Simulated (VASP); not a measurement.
# Mg: single point with PBEsol

Mg:

```xyz
1
Lattice="-1.4322 1.4322 1.4765 1.4322 -1.4322 1.4765 1.4322 1.4322 -1.4765" Properties=species:S:1:pos:R:3 pbc="T T T"
Mg    0.0000    0.0000    0.0000
```

This cell differs from its parent crystal: equal xx and yy strain of -3 %.

```json
{
 "Program": "VASP 6.6.1",
 "Task": "single point",
 "Functional": "PBEsol",
 "Potentials or basis": "VASP PAW PBE potentials, release 64 (Mg)",
 "Cutoff": "520 eV",
 "k mesh": "16 × 16 × 16",
 "Occupations": "fermi-dirac, width 0.05 eV",
 "Spin": "no spin polarisation"
}
```

- Pressure: 76.8 GPa
- Band gap on the k mesh: zero (bands 1 and 2 overlap by 4.62 eV)

Stress tensor (GPa, compression positive):
```
77.69  0.00  0.00
 0.00 77.69  0.00
 0.00  0.00 74.88
```

Levels at points of the mesh, in eV from the Fermi level:
```tsv
k point	band 1	band 2	band 3	band 4	band 5	band 6
(0.00, 0.00, 0.00)	-10.18	17.65	17.65	18.56	20.31	21.33
(0.50, 0.00, 0.00)	-2.47	-1.01	11.36	15.45	16.16	18.19
(0.50, 0.50, 0.00)	-2.23	-0.80	10.56	14.71	15.30	18.30
(0.50, 0.50, 0.50)	3.60	4.09	5.76	6.87	6.87	16.82
```

Wall time 14 s on 1 thread of Intel(R) Xeon(R) Platinum 8375C CPU @ 2.90GHz (Ice Lake), on a shared host, peak memory 0.14 GiB.

Caveat: the cell differs from its parent crystal (equal xx and yy strain of -3 %); the cell stands under pressure; the PAW data sets were made with another functional, which shifts forces and pressure a little.
